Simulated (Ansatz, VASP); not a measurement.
**W in VASP and in Ansatz**

```xyz
5
Lattice="2.7149 0.0000 0.0000 -0.9050 2.5597 0.0000 0.0000 0.0000 24.8669" Properties=species:S:1:pos:R:3 pbc="T T T"
W     0.0000    0.0000    8.0742
W     0.9050    1.2798   10.2113
W     0.0000    0.0000   12.4335
W     0.9050    1.2798   14.6556
W     0.0000    0.0000   16.7927
```

Alike in both runs: functional LDA; k mesh 14 × 14 × 1; occupations fermi-dirac, width 0.1 eV; no spin polarisation.

Ansatz relaxed the structure, and its values are those at the end. VASP's run is a single point on that final structure, the one shown.

|  | VASP | Ansatz |
| --- | --- | --- |
| version | VASP 6.6.1 | Ansatz 0.2.0 |
| potentials or method | VASP PAW LDA potentials, release 64 (W_sv) | PAW with Ansatz's default frozen-core files, scalar-relativistic |
| plane-wave cutoff (eV) | 520 | 420 |
| valence electrons in the cell | 70 | 70 |

|  | VASP | Ansatz | Ansatz less VASP |
| --- | --- | --- | --- |
| rms of the force components (eV/Å) | 0.036 | 0.000 | -0.0363 |

LDA's correlation is that of Perdew and Zunger in VASP and of Perdew and Wang (1992) in Ansatz. Ansatz's warnings: stress scf threshold loose, xc potential rough in thin density.

Neither program's run includes spin-orbit coupling.
